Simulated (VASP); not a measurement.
# Se (I4/mmm) in VASP: single point with PBEsol

Aim: the single point of Se with PBEsol.

Everything below comes from runs of VASP 6.6.1. Logs are shortened: lines on timing, memory, paths and dates and some standing lists are left out, and cuts for length are marked.

## Step 1: The cell of the first run

The structure is tetragonal, space group I4/mmm (No. 139). The conventional cell has a = 3.492 Å, b = 3.492 Å, c = 3.407 Å, α = 90.00°, β = 90.00°, γ = 90.00°. Se (site symmetry 4/mmm) has 14 Se at 3.00 to 3.49 Å within 3.9 Å.

## Step 2: Single point, PBEsol (strain +0.0250 x Voigt [1, 1, 0, 0, 0, 0])

Contents of INCAR:

```
  PREC = Accurate
  ENCUT = 520
  EDIFF = 1E-6
  ISMEAR = 0
  SIGMA = 0.15
  LREAL = False
  LASPH = True
  NELM = 80
  ALGO = Normal
  ISIF = 2
  LWAVE = False
  LCHARG = False
  GGA = PS
  NBANDS = 9
```

Contents of KPOINTS:

```
regular mesh
0
Gamma
  20 20 20
```

Contents of POSCAR:

```
Se
1.0
   -1.7460348303      1.7460348303      1.7034486149
    1.7460348303     -1.7460348303      1.7034486149
    1.7460348303      1.7460348303     -1.7034486149
Se
1
Direct
    0.0000000000      0.0000000000      0.0000000000
```

Potentials or basis: VASP PAW PBE potentials, release 64 (Se).

Run with:

```sh
> cat potpaw_PBE.64/Se/POTCAR > POTCAR
> mpirun -np 1 vasp_std > vasp.out
```

OUTCAR:

```text
PREC = Accurate
   ENCUT = 520
   EDIFF = 1E-6
   ISMEAR = 0
   LREAL = False
   LASPH = True
   NELM = 80
   ISIF = 2
   GGA = PS

 ion  position               nearest neighbor table
   1  0.000  0.000  0.000-

  LATTYP: Found a body centered tetragonal cell.
 ALAT       =     3.4920696606
 C/A-ratio  =     0.9756097561

  Lattice vectors:

 A1 = (  -1.7460348303,   1.7460348303,   1.7034486149)
 A2 = (   1.7460348303,  -1.7460348303,   1.7034486149)
 A3 = (   1.7460348303,   1.7460348303,  -1.7034486149)

Analysis of symmetry for initial positions (statically):
=====================================================================
 Subroutine PRICEL returns:
 Original cell was already a primitive cell.

 Routine SETGRP: Setting up the symmetry group for a
 body centered tetragonal supercell.

 Subroutine GETGRP returns: Found 16 space group operations
 (whereof 16 operations were pure point group operations)
 out of a pool of 16 trial point group operations.

The static configuration has the point symmetry D_4h.

Analysis of symmetry for dynamics (positions and initial velocities):
=====================================================================
 Subroutine PRICEL returns:
 Original cell was already a primitive cell.

 Routine SETGRP: Setting up the symmetry group for a
 body centered tetragonal supercell.

 Subroutine GETGRP returns: Found 16 space group operations
 (whereof 16 operations were pure point group operations)
 out of a pool of 16 trial point group operations.

The dynamic configuration has the point symmetry D_4h.

 Subroutine INISYM returns: Found 16 space group operations
 (whereof 16 operations are pure point group operations),
 and found     1 'primitive' translations

----------------------------------------------------------------------------------------

                                     Primitive cell

  volume of cell :      20.7728

  direct lattice vectors                    reciprocal lattice vectors
    -1.746034830  1.746034830  1.703448615     0.000000000  0.286363131  0.293522209
     1.746034830 -1.746034830  1.703448615     0.286363131  0.000000000  0.293522209
     1.746034830  1.746034830 -1.703448615     0.286363131  0.286363131  0.000000000

  length of vectors
     2.999835402  2.999835402  2.999835402     0.410072103  0.410072103  0.404978623

  position of ions in fractional coordinates (direct lattice)
     0.000000000  0.000000000  0.000000000

  ion indices of the primitive-cell ions
   primitive index   ion index
                 1           1

----------------------------------------------------------------------------------------

 KPOINTS: regular mesh

Automatic generation of k-mesh.
 Grid dimensions read from file:
 generate k-points for:   20   20   20

 Generating k-lattice:

  Cartesian coordinates                     Fractional coordinates (reciprocal lattice)
     0.000000000  0.014318157  0.014676110     0.050000000  0.000000000 -0.000000000
     0.014318157  0.000000000  0.014676110     0.000000000  0.050000000 -0.000000000
     0.014318157  0.014318157  0.000000000     0.000000000  0.000000000  0.050000000

  Length of vectors
     0.020503605  0.020503605  0.020248931

  Shift w.r.t. Gamma in fractional coordinates (k-lattice)
     0.000000000  0.000000000  0.000000000

 Subroutine IBZKPT returns following result:
 ===========================================

 Found    641 irreducible k-points:

 Following reciprocal coordinates:
            Coordinates               Weight
  0.000000  0.000000  0.000000      1.000000
  0.050000  0.000000  0.000000      8.000000
  0.100000 -0.000000  0.000000      8.000000
  0.150000 -0.000000  0.000000      8.000000
  0.200000 -0.000000  0.000000      8.000000
  0.250000  0.000000 -0.000000      8.000000
[... 16 lines left out ...]
 -0.400000  0.050000  0.000000     16.000000
 -0.350000  0.050000  0.000000     16.000000
 [... further k-points ...]
   k-points           NKPTS =    641   k-points in BZ     NKDIM =    641   number of bands    NBANDS=      9
   number of dos      NEDOS =    301   number of ions     NIONS =      1
   total plane-waves  NPLWV =  13824
   dimension x,y,z NGX =    24 NGY =   24 NGZ =   24
   dimension x,y,z NGXF=    48 NGYF=   48 NGZF=   48
   ions per type =               1
   NGX,Y,Z   is equivalent  to a cutoff of  13.30, 13.30, 13.30 a.u.
   NGXF,Y,Z  is equivalent  to a cutoff of  26.60, 26.60, 26.60 a.u.
 SYSTEM =  unknown system
   PREC   = accura    normal or accurate (medium, high low for compatibility)
   ISTART =      0    job   : 0-new  1-cont  2-samecut
   ICHARG =      2    charge: 1-file 2-atom 10-const
   ISPIN  =      1    spin polarized calculation?
   LNONCOLLINEAR =      F non collinear calculations
   LSORBIT =      F    spin-orbit coupling
   LASPH  =      T    aspherical Exc in radial PAW
   ENCUT  =  520.0 eV  38.22 Ry    6.18 a.u.   5.58  5.58  5.58*2*pi/ulx,y,z
   NELM   =     80;   NELMIN=  2; NELMDL= -5     # of ELM steps
   EDIFF  = 0.1E-05   stopping-criterion for ELM
   LREAL  =      F    real-space projection
   EDIFFG = 0.1E-04   stopping-criterion for IOM
   NSW    =      0    number of steps for IOM
   IBRION =     -1    ionic relax: 0-MD 1-quasi-New 2-CG
   NFREE  =      0    steps in history (QN), initial steepest desc. (CG)
   ISIF   =      2    stress and relaxation
   ISYM   =      2    0-nonsym 1-usesym 2-fastsym
   POTIM  = 0.5000    time-step for ionic-motion
   TEBEG  =    0.0;   TEEND  =   0.0 temperature during run
   PSTRESS=    0.0 pullay stress
   NELECT =       6.0000    total number of electrons
   NUPDOWN=      -1.0000    fix difference up-down
   EMIN   =  10.00;   EMAX   =-10.00  energy-range for DOS
   EFERMI =   0.00;   METHOD = LEGACY
   ISMEAR =     0;   SIGMA  =   0.15  broadening in eV -4-tet -1-fermi 0-gaus
   EFERMI_NEDOS =   21; number of points for ismear=-14 and -15
   IALGO  =     38    algorithm
   IMIX   =      4    mixing-type and parameters
     AMIX     =   0.40;   BMIX     =  1.00
     AMIX_MAG =   1.60;   BMIX_MAG =  1.00
  volume/ion in A,a.u.               =      20.77       140.18
  Fermi-wavevector in a.u.,A,eV,Ry     =   1.082165  2.044996 15.933537  1.171082
  Thomas-Fermi vector in A             =   2.218200
   LORBIT       =      0    0 simple, 1 ext, 2 COOP (PROOUT), +10 PAW based schemes
   GGA     = PS    functional components
   LHFCALC =     F    Hartree Fock is set to
   AEXX    =    0.0000 exact exchange contribution
   IVDW    =     0    specifies the selected vdW correction
   LEPSILON=     F    determine dielectric tensor
   LRPA    =     F    only Hartree local field effects (RPA)
 non-spin polarized calculation
 Gauss-broadening in eV      SIGMA  =   0.15
  energy-cutoff  :      520.00
  volume of cell :       20.77
 maximum number of plane-waves:       575
   NGX = 11   NGY = 11   NGZ = 11

 number of electron       5.9999999 magnetization

 Free energy of the ion-electron system (eV)
  ---------------------------------------------------
  ext. energy  EPLUGINS =         0.00000000
  ---------------------------------------------------
  free energy    TOTEN  =        -3.37094429 eV

  energy without entropy =       -3.36286265  energy(sigma->0) =       -3.36690347

 E-fermi :   5.1058     XC(G=0): -10.6260

 val. band max:        5.0953135040   @ k =  -0.2000   0.3000   0.2000
 cond. band min:       5.1096712609   @ k =   0.3000   0.0500   0.0500
 fundamental gap:      0.0143577569
 Fermi energy:         5.1058167248

 k-point     1 :       0.0000    0.0000    0.0000
  band No.  band energies     occupation
      1     -10.8141      2.00000
      2       7.9755      0.00000
      3       7.9755      0.00000
      4       8.0412      0.00000
      5      15.8441      0.00000
      6      17.1567      0.00000
      7      17.6373      0.00000
      8      17.6373      0.00000
      9      20.0812      0.00000

 k-point     2 :       0.0500    0.0000    0.0000
  band No.  band energies     occupation
      1     -10.7624      2.00000
      2       7.6713      0.00000
      3       7.8656      0.00000
      4       7.9884      0.00000
      5      16.0785      0.00000
      6      17.0701      0.00000
      7      17.5264      0.00000
      8      17.7025      0.00000
      9      19.7452      0.00000

 k-point     3 :       0.1000   -0.0000    0.0000
  band No.  band energies     occupation
      1     -10.6081      2.00000
      2       6.8042      0.00000
      3       7.5679      0.00000
      4       7.9211      0.00000
      5      16.1838      0.00000
      6      16.5719      0.00000
      7      17.5631      0.00000
      8      18.2672      0.00000
      9      19.4370      0.00000

 k-point     4 :       0.1500   -0.0000    0.0000
  band No.  band energies     occupation
      1     -10.3541      2.00000
      2       5.6356      0.00000
      3       7.1544      0.00000
      4       7.8191      0.00000
      5      15.4425      0.00000
      6      15.9177      0.00000
      7      18.3158      0.00000
      8      19.2313      0.00000
      9      19.5496      0.00000
[... 205 lines left out ...]
 k-point    22 :      -0.4500    0.0500   -0.0000
  band No.  band energies     occupation
      1      -7.7873      2.00000
      2      -0.7512      2.00000
      3       5.0160      1.60292
      4       6.9615      0.00000
      5      12.2463      0.00000
      6      13.6740      0.00000
      7      21.1822      0.00000
      8      22.6857      0.00000
      9      23.4617      0.00000

 k-point    23 :      -0.4000    0.0500    0.0000
  band No.  band energies     occupation
      1      -8.2555      2.00000
      2       0.0883      2.00000
      3       5.2194      0.28415
      4       7.0545      0.00000
      5      12.5396      0.00000
      6      13.8891      0.00000
      7      20.4229      0.00000
      8      21.9366      0.00000
      9      23.9064      0.00000

 k-point    24 :      -0.3500    0.0500    0.0000
  band No.  band energies     occupation
      1      -8.7859      2.00000
      2       1.1599      2.00000
      3       5.5197      0.00010
      4       7.1827      0.00000
      5      12.9796      0.00000
      6      14.2041      0.00000
      7      19.7555      0.00000
      8      21.2675      0.00000
      9      23.2193      0.00000

 [... further k-points ...]

------------------------ aborting loop because EDIFF is reached ----------------------------------------

  FORCE on cell =-STRESS in cart. coord.  units (eV):
  Direction    XX          YY          ZZ          XY          YZ          ZX
  --------------------------------------------------------------------------------------
  -------------------------------------------------------------------------------------
  Total       -0.7676838     -0.7676838     -0.5513587      0.0000000     -0.0000000      0.0000000
  in kB      -59.2104149    -59.2104149    -42.5255520      0.0000000     -0.0000000      0.0000000
  external PRESSURE =     -53.6487939 kB  Pullay stress =       0.0000000 kB

 VOLUME and BASIS-vectors are now :
 -----------------------------------------------------------------------------
  energy-cutoff  :      520.00
  volume of cell :       20.77
      direct lattice vectors                 reciprocal lattice vectors
    -1.746034830  1.746034830  1.703448615     0.000000000  0.286363131  0.293522209
     1.746034830 -1.746034830  1.703448615     0.286363131  0.000000000  0.293522209
     1.746034830  1.746034830 -1.703448615     0.286363131  0.286363131  0.000000000

 POSITION                                       TOTAL-FORCE (eV/Angst)
 -----------------------------------------------------------------------------------
      0.00000      0.00000      0.00000         0.000000     -0.000000      0.000000
 -----------------------------------------------------------------------------------
    total drift:                                0.000000     -0.000000     -0.000000

  FREE ENERGIE OF THE ION-ELECTRON SYSTEM (eV)
  ---------------------------------------------------
  free  energy   TOTEN  =        -3.3709442858 eV

  energy  without entropy=       -3.3628626482  energy(sigma->0) =       -3.36690347
```

Run time: 46 s. Hardware: 1 thread of Intel Xeon Platinum 8375C at 2.90GHz (Ice Lake), shared host; peak memory 0.23 GiB.

Results:

* Free energy: -3.3709 eV
* Pressure: -5.4 GPa
* Band gap on the k mesh: zero (bands 3 and 4 overlap by 6.44 eV)

Caveat: the cell differs from its parent crystal (strain +0.0250 x Voigt [1, 1, 0, 0, 0, 0]); the cell stands under tension; the PAW data sets were made with another functional, which shifts forces and pressure a little.
